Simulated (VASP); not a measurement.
Wanted: the native input for a VASP 6.6.1 run.

```yaml
Task: single point
Functional: PBE
Dispersion: D3(BJ)
Potentials_or_basis: VASP PAW PBE potentials, release 64 (Se)
Cutoff: 520 eV
k_mesh: 12 × 12 × 8
Occupations: gaussian, width 0.05 eV
Spin: no spin polarisation
Dipole_correction: no
Further_INCAR_settings: ALGO = Normal; EDIFF = 1e-06; NBANDS = 16
```

The structure of Se lies in POSCAR:

```
Se
1.0
    3.8007455911      0.0000000000      0.0000000000
   -1.9003727956      3.2915422352      0.0000000000
    0.0000000000      0.0000000000      5.4046602306
Se
3
Direct
    0.2473450684      0.0000000000      0.3333333333
    0.0000000000      0.2473450684      0.6666666667
    0.7526549316      0.7526549316      0.0000000000
```

This cell differs from its parent crystal: volume 22.538 Å^3 an atom, c/a of the conventional cell 1.4220.

One way to write it, as run:

INCAR

```
SYSTEM = Se
PREC = Accurate ; ENCUT = 520
EDIFF = 1E-6 ; ISMEAR = 0
SIGMA = 0.05 ; LREAL = .False.
LASPH = .True. ; NELM = 100
ALGO = Normal ; ISIF = 2
LWAVE = .False. ; LCHARG = .True.
GGA = PE ; IVDW = 12
LELF = .True. ; LVHAR = .True.
NBANDS = 16
```

KPOINTS

```
Automatic mesh
0
Gamma
  12 12 8
  0 0 0
```

Potentials or basis: VASP PAW PBE potentials, release 64 (Se).

Launch:

```bash
$ cat potpaw_PBE.64/Se/POTCAR > POTCAR
$ mpirun -np 1 vasp_std > vasp.out
```

Results of the run:

* Pressure: 3.2 GPa
* Largest force: 0.429 eV/Å
* Band gap on the k mesh: zero (filled and empty bands touch)
* Dispersion energy per atom: -0.389 eV

Caveat: pairwise dispersion overbinds metals, which lowers pressure and volume.

Wall time 38 s on 1 thread of Intel(R) Xeon(R) 6975P-C (Granite Rapids) (shared host), peak memory 0.26 GiB.
